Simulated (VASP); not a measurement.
# PbO: single point with PBE

Crystal: PbO.

```
Pb O
1.0
    -0.21565    2.54335    2.54335
     2.54335   -0.21565    2.54335
     2.54335    2.54335   -0.21565
Pb O
1 1
Direct
  0.00000 0.00000 0.00000
  0.50000 0.50000 0.50000
```

This cell differs from its parent crystal: epitaxial 111 strain +5.8%.

```json
{
  "Program": "VASP 6.6.1",
  "Task": "single point",
  "Functional": "PBE",
  "Potentials or basis": "VASP PAW PBE potentials, release 64 (Pb_d, O)",
  "Cutoff": "520 eV",
  "k mesh": "8 × 8 × 8",
  "Occupations": "fermi-dirac, width 0.02 eV",
  "Spin": "no spin polarisation",
  "Dipole correction": "no",
  "Further INCAR settings": "ALGO = Normal; EDIFF = 1e-06; NBANDS = 17"
}
```

```json
{
  "Pressure": "-2.1 GPa",
  "Band gap on the k mesh": "0.16 eV, indirect (least direct gap 0.38 eV)"
}
```

Stress tensor (GPa, compression positive):
```
-2.07  2.22  2.22
 2.22 -2.07  2.22
 2.22  2.22 -2.07
```

Levels at points of the mesh, in eV from the valence-band top:
| k point | band 6 | band 7 | band 8 | band 9 | band 10 | band 11 | band 12 | band 13 | band 14 | band 15 |
| --- | --- | --- | --- | --- | --- | --- | --- | --- | --- | --- |
| (0.00, 0.00, 0.00) | -16.24 | -7.56 | -2.31 | -2.31 | -1.75 | 7.86 | 7.86 | 7.91 | 10.56 | 10.56 |
| (0.50, 0.00, 0.00) | -16.23 | -8.51 | -1.79 | -1.59 | 0.00 | 0.38 | 5.10 | 5.75 | 10.38 | 13.22 |
| (0.50, 0.50, 0.00) | -15.25 | -6.08 | -4.93 | -3.43 | -2.70 | 3.71 | 5.72 | 6.74 | 6.78 | 13.56 |
| (0.50, 0.50, 0.50) | -16.21 | -7.53 | -1.94 | -1.94 | -0.44 | 0.16 | 3.88 | 3.88 | 9.43 | 14.50 |

It took 43 s on 1 thread of Intel(R) Xeon(R) Platinum 8259CL CPU @ 2.50GHz (Skylake/Cascade Lake) (shared host), peak memory 0.18 GiB.

Caveat: the cell differs from its parent crystal (epitaxial 111 strain +5.8%); spin-orbit coupling is left out, which moves the levels of the heavy elements. A k mesh can miss the band edges.
